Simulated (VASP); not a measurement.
# SiW6 in VASP: further runs, part 2 of 2

VASP 6.6.1.

**4. Single point, PBE+D3(BJ)**

INCAR

```
PREC = Accurate ; ENCUT = 520
EDIFF = 1E-6 ; ISMEAR = 0
SIGMA = 0.1 ; LREAL = F
LASPH = T ; NELM = 100
ALGO = Normal ; ISIF = 2
LWAVE = F ; LCHARG = T
LDIPOL = T ; IDIPOL = 3
DIPOL = 0.5 0.5 0.316 ; GGA = PE
IVDW = 12 ; LELF = T
LVHAR = T ; LVACPOTAV = T
NBANDS = 53
```

KPOINTS

```
regular mesh
0
Gamma
  6 6 1
```

POSCAR

```
SiW6
1.0
    4.4682526324      0.0000000000      0.0000000000
   -2.2341263162      3.8696202902      0.0000000000
    0.0000000000      0.0000000000     21.7259061349
W Si
6 1
Direct
    0.6666666667      0.3333333333      0.1841119986
    0.3333333333      0.6666666667      0.2260931360
    0.0000000000      0.0000000000      0.2680742733
    0.6666666667      0.3333333333      0.3070897866
    0.3333333333      0.6666666667      0.3466976876
    0.0000000000      0.0000000000      0.3832248047
    0.0000000000      0.8888888889      0.4982948038
```

Potentials or basis: VASP PAW PBE potentials, release 64 (W_sv, Si).

On the command line:

```bash
cat potpaw_PBE.64/W_sv/POTCAR potpaw_PBE.64/Si/POTCAR > POTCAR
mpirun -np 1 vasp_std > vasp.out
```

OUTCAR:

```text
PREC = Accurate
   ENCUT = 520
   EDIFF = 1E-6
   ISMEAR = 0
   LREAL = F
   LASPH = T
   NELM = 100
   ISIF = 2
   GGA = PE
   IVDW = 12
 IVDW          = 12

 ion  position               nearest neighbor table
   1  0.667  0.333  0.184-   4 2.67   2 2.74   2 2.74   2 2.74   3 3.16   3 3.16   3 3.16
   2  0.333  0.667  0.226-   5 2.62   3 2.74   3 2.74   3 2.74   1 2.74   1 2.74   1 2.74   4 3.12
                             4 3.12   4 3.12
   3  0.000  0.000  0.268-   6 2.50   4 2.72   4 2.72   4 2.72   2 2.74   2 2.74   2 2.74   5 3.09
                             5 3.09   5 3.09   1 3.16   1 3.16   1 3.16
   4  0.667  0.333  0.307-   1 2.67   3 2.72   3 2.72   3 2.72   5 2.72   5 2.72   5 2.72   6 3.06
                             6 3.06   6 3.06   2 3.12   2 3.12   2 3.12
   5  0.333  0.667  0.347-   2 2.62   6 2.70   6 2.70   6 2.70   4 2.72   4 2.72   4 2.72   3 3.09
                             3 3.09   3 3.09
   6  0.000  0.000  0.383-   3 2.50   7 2.55   5 2.70   5 2.70   5 2.70   4 3.06   4 3.06   4 3.06

   7  0.000  0.889  0.498-   6 2.55

  LATTYP: Found a hexagonal cell.
 ALAT       =     4.4682526324
 C/A-ratio  =     4.8622824004

  Lattice vectors:

 A1 = (   4.4682526324,   0.0000000000,   0.0000000000)
 A2 = (  -2.2341263162,   3.8696202902,   0.0000000000)
 A3 = (   0.0000000000,   0.0000000000,  21.7259061349)

Analysis of symmetry for initial positions (statically):
=====================================================================
 Subroutine PRICEL returns:
 Original cell was already a primitive cell.

 Routine SETGRP: Setting up the symmetry group for a
 hexagonal supercell.

 Subroutine GETGRP returns: Found  1 space group operations
 (whereof  1 operations were pure point group operations)
 out of a pool of 24 trial point group operations.

The static configuration has the point symmetry C_1 .

Analysis of symmetry for dynamics (positions and initial velocities):
=====================================================================
 Subroutine PRICEL returns:
 Original cell was already a primitive cell.

 Routine SETGRP: Setting up the symmetry group for a
 hexagonal supercell.
[... 141 lines left out ...]
 non-spin polarized calculation
 Gauss-broadening in eV      SIGMA  =   0.10
  energy-cutoff  :      520.00
  volume of cell :      375.65
 maximum number of plane-waves:     10145
 NGX is ok and might be reduce to    36
   NGX = 17   NGY = 17   NGZ = 81

 dipolmoment           0.000000      0.000000     -0.646290 electrons x Angstroem

 number of electron      88.0000002 magnetization

 dipolmoment           0.000000      0.000000      0.093634 electrons x Angstroem

 Free energy of the ion-electron system (eV)
  ---------------------------------------------------
  ext. energy  EPLUGINS =         0.00000000
  ---------------------------------------------------
  free energy    TOTEN  =       -73.24333430 eV

  energy without entropy =      -73.20445663  energy(sigma->0) =      -73.22389546

 E-fermi :   0.2186     XC(G=0):  -5.2598

 val. band max:        0.2104773279   @ k =  -0.3333   0.1667   0.0000
 cond. band min:       0.2196596464   @ k =   0.5000   0.5000   0.0000
 fundamental gap:      0.0091823185
 Fermi energy:         0.2186074431

 k-point     1 :       0.0000    0.0000    0.0000
  band No.  band energies     occupation
      1     -73.8342      2.00000
      2     -73.7211      2.00000
      3     -73.6798      2.00000
      4     -73.5378      2.00000
      5     -73.4091      2.00000
      6     -73.3018      2.00000
[... 1109 lines left out ...]
     52       1.6946      0.00000
     53       2.2635      0.00000

------------------------ aborting loop because EDIFF is reached ----------------------------------------

 Edisp (eV)   -2.85396

 E8    (eV) :    -1.4984

  FORCE on cell =-STRESS in cart. coord.  units (eV):
  Direction    XX          YY          ZZ          XY          YZ          ZX
  --------------------------------------------------------------------------------------
  -------------------------------------------------------------------------------------
  Total      -7.65552    -7.44262    -3.52415     0.03251    -0.41006     0.34354
  in kB     -32.65136   -31.74333   -15.03077     0.13865    -1.74895     1.46524
  external pressure =      -26.48 kB  Pullay stress =        0.00 kB

 VOLUME and BASIS-vectors are now :
 -----------------------------------------------------------------------------
  energy-cutoff  :      520.00
  volume of cell :      375.65
      direct lattice vectors                 reciprocal lattice vectors
     4.468252632  0.000000000  0.000000000     0.223801133  0.129211644  0.000000000
    -2.234126316  3.869620290  0.000000000     0.000000000  0.258423288  0.000000000
     0.000000000  0.000000000 21.725906135     0.000000000  0.000000000  0.046028000

 POSITION                                       TOTAL-FORCE (eV/Angst)
 -----------------------------------------------------------------------------------
      2.23413      1.28987      4.00000         0.041891     -0.037782      2.123204
     -0.00000      2.57975      4.91208        -0.015524      0.052353     -0.615798
      0.00000      0.00000      5.82416         0.039496     -0.140774     -2.626829
      2.23413      1.28987      6.67180        -0.063038      0.062659     -0.191733
     -0.00000      2.57975      7.53232        -0.139425      0.194303      0.847879
      0.00000      0.00000      8.32591        -0.005628      0.064869      1.488314
     -1.98589      3.43966     10.82591         0.142228     -0.195629     -1.025037
 -----------------------------------------------------------------------------------
    total drift:                               -0.000026      0.000026     -0.000099

  FREE ENERGIE OF THE ION-ELECTRON SYSTEM (eV)
  ---------------------------------------------------
  free  energy   TOTEN  =       -76.0972984549 eV

  energy  without entropy=      -76.0584207856  energy(sigma->0) =      -76.07785962

 vacuum level on the upper side and lower side of the slab         5.085         4.105
```

Wall time 23 min (1 thread of Oxide Virtual Turin-like, shared host); peak memory 0.63 GiB.

What came out:

* Free energy: -76.0973 eV
* Largest force: 2.631 eV/Å
* Band gap on the k mesh: zero (band 44 reaches 0.23 eV, above the bottom of band 45 at 0.02 eV)
* Dispersion energy per atom: -0.408 eV

Forces on the atoms (eV/Å):
```
W    0.042 -0.038  2.123
W   -0.016  0.052 -0.616
W    0.039 -0.141 -2.627
W   -0.063  0.063 -0.192
W   -0.139  0.194  0.848
W   -0.006  0.065  1.488
Si   0.142 -0.196 -1.025
```

Caveat: spin-orbit coupling is left out, which moves the levels of the heavy elements.
